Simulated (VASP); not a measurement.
# H4C in VASP: notebook, part 2 of 2

VASP 6.6.1.

### Step 3. Single point, PBE+D3(BJ)

Contents of INCAR:

```
SYSTEM = H4C
PREC     = Accurate       ! precision mode
ENCUT    = 520            ! plane-wave cutoff, eV
EDIFF    = 1E-6           ! SCF threshold, eV
ISMEAR   = -1             ! smearing method
SIGMA    = 0.05           ! smearing width, eV
LREAL    = Auto         
LASPH    = .True.         ! aspherical terms in the spheres
NELM     = 100            ! most SCF steps
ALGO     = Normal         ! electronic algorithm
ISIF     = 2              ! what is computed and relaxed
LWAVE    = .False.        ! write WAVECAR
LCHARG   = .False.        ! write CHGCAR
GGA      = PE             ! functional
IVDW     = 12             ! dispersion correction
NBANDS   = 58             ! bands
```

Contents of KPOINTS:

```
Automatic mesh
0
Gamma
  1 1 1
  0 0 0
```

Contents of POSCAR:

```
H4C
1.0
    7.8729940000      0.0000000000      0.0000000000
    0.0000000000      7.8729940000      0.0000000000
    0.0000000000      0.0000000000      7.8729940000
C H
8 32
Direct
    0.4589105492      0.9892043611      0.6697452075
    0.5790554394      0.8637755852      0.5934083018
    0.1493205761      0.7070245449      0.4384608956
    0.2643975087      0.6857492842      0.2898516117
    0.5096917386      0.3441765610      0.0458148450
    0.6815450386      0.2582880160      0.0914391653
    0.9460949672      0.3211357712      0.5968885535
    1.0518615917      0.2540075605      0.4513022619
    0.3240825536      0.9860670540      0.6122829511
    0.4488000372      0.9564722137      0.8108732205
    0.4925953202      1.1273474869      0.6614510312
    0.7035823983      0.8797034521      0.6567768247
    0.5516198793      0.7359716011      0.6126767022
    0.5941704007      0.8793605076      0.4545665855
    0.1829799438      0.6106571401      0.5365811278
    0.1508574756      0.8345871977      0.5019945398
    0.0177060976      0.6785855546      0.4112666668
    0.2031247579      0.7766295770      0.2045346408
    0.3906264885      0.7301161413      0.3247938459
    0.2663535626      0.5558368265      0.2356028723
    0.5295698180      0.4457389400     -0.0530801878
    0.4256449325      0.2509972699     -0.0204242503
    0.4504385498      0.4041537438      0.1527881261
    0.6491304325      0.1375588499      0.1702147874
    0.7681448760      0.2337230284     -0.0144925806
    0.7548208471      0.3405184864      0.1829037340
    0.9823962777      0.4559002585      0.6378386672
    0.8058560695      0.3289218816      0.5853554569
    0.9781285239      0.2403532887      0.7064148658
    1.0404047050      0.1178331903      0.4399977950
    1.0138582603      0.3067321022      0.3320718903
    1.1846827268      0.2773404883      0.4759561610
    0.0615775904      0.4365429467     -0.0046361016
    0.0132859240      0.5028709535     -0.0407976940
    0.8853302822     -0.0843643473      0.2981076830
    0.8128419760     -0.0303061326      0.2812907008
    0.1303316121      0.6671540712      0.7974856833
    0.2189891165      0.7047636515      0.8136548815
    0.1136924530      0.0153054861      1.0705076112
    0.1784327538      0.0632034014      1.0227113091
```

Potentials or basis: VASP PAW PBE potentials, release 64 (C, H).

Started as:

```console
$ cat potpaw_PBE.64/C/POTCAR potpaw_PBE.64/H/POTCAR > POTCAR
$ mpirun -np 1 vasp_gam > vasp.out
```

OUTCAR:

```text
SYSTEM = H4C
   PREC = Accurate
   ENCUT = 520
   EDIFF = 1E-6
   ISMEAR = -1
   LREAL = Auto
   LASPH = .True.
   NELM = 100
   ISIF = 2
   GGA = PE
   IVDW = 12
 IVDW          = 12

 ion  position               nearest neighbor table
   1  0.459  0.989  0.670-  11 1.12  10 1.14   9 1.15   2 1.49
   2  0.579  0.864  0.593-  13 1.04  14 1.11  12 1.11   1 1.49
   3  0.149  0.707  0.438-  17 1.08  15 1.11  16 1.12   4 1.49
   4  0.264  0.686  0.290-  19 1.09  18 1.09  20 1.11   3 1.49
   5  0.510  0.344  0.046-  23 1.07  22 1.12  21 1.13   6 1.55
   6  0.682  0.258  0.091-  25 1.09  26 1.13  24 1.16   5 1.55
   7  0.946  0.321  0.597-  29 1.10  28 1.11  27 1.15   8 1.51
   8  0.052  0.254  0.451-  31 1.07  32 1.08  30 1.08   7 1.51
   9  0.324  0.986  0.612-   1 1.15
  10  0.449  0.956  0.811-   1 1.14
  11  0.493  0.127  0.661-   1 1.12
  12  0.704  0.880  0.657-   2 1.11
  13  0.552  0.736  0.613-   2 1.04
  14  0.594  0.879  0.455-   2 1.11
[... 24 lines left out ...]
  39  0.114  0.015  0.071-  40 0.74
  40  0.178  0.063  0.023-  39 0.74

  LATTYP: Found a simple cubic cell.
 ALAT       =     7.8729940000

  Lattice vectors:

 A1 = (   7.8729940000,   0.0000000000,   0.0000000000)
 A2 = (   0.0000000000,   7.8729940000,   0.0000000000)
 A3 = (   0.0000000000,   0.0000000000,   7.8729940000)

Analysis of symmetry for initial positions (statically):
=====================================================================
 Subroutine PRICEL returns:
 Original cell was already a primitive cell.

 Routine SETGRP: Setting up the symmetry group for a
 simple cubic supercell.

 Subroutine GETGRP returns: Found  1 space group operations
 (whereof  1 operations were pure point group operations)
 out of a pool of 48 trial point group operations.

The static configuration has the point symmetry C_1 .

Analysis of symmetry for dynamics (positions and initial velocities):
[... 186 lines left out ...]
  Thomas-Fermi vector in A             =   1.944694
   LORBIT       =      0    0 simple, 1 ext, 2 COOP (PROOUT), +10 PAW based schemes
   GGA     = PE    functional components
   LHFCALC =     F    Hartree Fock is set to
   AEXX    =    0.0000 exact exchange contribution
   IVDW    =    12    specifies the selected vdW correction
   LEPSILON=     F    determine dielectric tensor
   LRPA    =     F    only Hartree local field effects (RPA)
 non-spin polarized calculation
  energy-cutoff  :      520.00
  volume of cell :      488.00
 maximum number of plane-waves:      6603
 NGX is ok and might be reduce to    60
   NGX = 29   NGY = 29   NGZ = 29

 number of electron      64.0000005 magnetization

 Free energy of the ion-electron system (eV)
  ---------------------------------------------------
  ext. energy  EPLUGINS =         0.00000000
  ---------------------------------------------------
  free energy    TOTEN  =      -187.93548142 eV

  energy without entropy =     -187.93548142  energy(sigma->0) =     -187.93548142

 E-fermi :  -4.0497     XC(G=0):  -5.5889

 val. band max:       -5.2598475378   @ k =   0.0000   0.0000   0.0000
 cond. band min:       1.1773873458   @ k =   0.0000   0.0000   0.0000
 fundamental gap:      6.4372348836
 Fermi energy:        -4.0496795717

 k-point     1 :       0.0000    0.0000    0.0000
  band No.  band energies     occupation
      1     -16.6861      2.00000
      2     -16.5332      2.00000
      3     -16.4434      2.00000
      4     -16.2117      2.00000
      5     -12.9243      2.00000
      6     -12.8957      2.00000
[... 36 lines left out ...]
     43       3.9528      0.00000
     44       4.0063      0.00000
 [bands above 44 left out]

------------------------ aborting loop because EDIFF is reached ----------------------------------------

 Edisp (eV)   -1.11792

 E8    (eV) :    -0.2359

  FORCE on cell =-STRESS in cart. coord.  units (eV):
  Direction    XX          YY          ZZ          XY          YZ          ZX
  --------------------------------------------------------------------------------------
  -------------------------------------------------------------------------------------
  Total      -0.03031    -1.82378     2.58620     1.13337    -1.27320    -2.59653
  in kB      -0.09952    -5.98774     8.49089     3.72103    -4.18012    -8.52480
  external pressure =        0.80 kB  Pullay stress =        0.00 kB

 VOLUME and BASIS-vectors are now :
 -----------------------------------------------------------------------------
  energy-cutoff  :      520.00
  volume of cell :      488.00
      direct lattice vectors                 reciprocal lattice vectors
     7.872994000  0.000000000  0.000000000     0.127016482  0.000000000  0.000000000
     0.000000000  7.872994000  0.000000000     0.000000000  0.127016482  0.000000000
     0.000000000  0.000000000  7.872994000     0.000000000  0.000000000  0.127016482

 POSITION                                       TOTAL-FORCE (eV/Angst)
 -----------------------------------------------------------------------------------
      3.61300      7.78800      5.27290        -2.173083      0.502171      1.134411
      4.55890      6.80050      4.67190         1.588121      1.853391     -0.864204
      1.17560      5.56640      3.45200         0.003682     -0.956759      2.339748
      2.08160      5.39890      2.28200        -0.622279      0.797438     -0.482035
      4.01280      2.70970      0.36070         1.109158     -0.293825     -2.154345
      5.36580      2.03350      0.71990        -0.755917     -0.214558      2.074911
[... 32 lines left out ...]
      0.89510      0.12050      0.55511        -0.338707     -0.209805      0.220517
      1.40480      0.49760      0.17881         0.323041      0.245912     -0.252214
 -----------------------------------------------------------------------------------
    total drift:                                0.004615     -0.013579     -0.002991

  FREE ENERGIE OF THE ION-ELECTRON SYSTEM (eV)
  ---------------------------------------------------
  free  energy   TOTEN  =      -189.0534019793 eV

  energy  without entropy=     -189.0534019792  energy(sigma->0) =     -189.05340198
```

Run time: 46 s. Hardware: 1 thread of Intel Xeon Platinum 8488C (Sapphire Rapids), shared host; peak memory 0.45 GiB.

Results:

* Free energy: -189.0534 eV
* Pressure: 0.1 GPa
* Largest force: 2.589 eV/Å
* Band gap on the k mesh: 6.44 eV
* Dispersion energy per atom: -0.028 eV

Forces in eV/Å, atoms in the order of the input:
```
C   -2.173  0.502  1.134
C    1.588  1.853 -0.864
C    0.004 -0.957  2.340
C   -0.622  0.797 -0.482
C    1.109 -0.294 -2.154
C   -0.756 -0.215  2.075
C    0.219  1.140  1.359
C   -0.534  0.019  0.343
H    1.313 -0.216  0.666
H   -0.226  0.518 -1.052
H    0.345 -0.754 -0.051
H    0.082  0.094 -0.411
H   -1.007 -2.017  0.458
H    0.171  0.120  0.286
H   -0.116  0.570 -0.087
H    0.219 -0.645 -0.532
H   -0.603 -0.043 -0.384
H    0.770 -0.133 -1.063
H    0.348 -0.098 -0.300
H   -0.077  0.491  0.193
H   -0.031 -0.348  0.595
H    0.096  0.359  0.568
H   -0.420  0.016  0.606
H    0.641  1.141 -1.143
H   -0.279 -0.303 -0.130
H   -0.382 -0.369 -0.524
H   -0.116 -1.136 -0.514
H    0.327 -0.457 -0.383
H   -0.362  0.152  0.248
H   -0.216 -0.571 -0.044
H    0.004  0.457 -0.921
H    0.641  0.314 -0.048
H    0.865 -1.285  0.735
H   -0.938  1.179 -0.584
H    0.738 -0.613  0.153
H   -0.695  0.520 -0.215
H    0.685  0.348  0.197
H   -0.596 -0.172 -0.039
H   -0.339 -0.210  0.221
H    0.323  0.246 -0.252
```

Levels at points of the mesh, in eV from the valence-band top:
| k point | band 29 | band 30 | band 31 | band 32 | band 33 | band 34 | band 35 | band 36 |
| --- | --- | --- | --- | --- | --- | --- | --- | --- |
| (0.00, 0.00, 0.00) | -0.44 | -0.39 | -0.25 | 0.00 | 6.44 | 7.08 | 7.42 | 7.55 |

Caveat: the k points lie up to 0.80 Å⁻¹ apart.
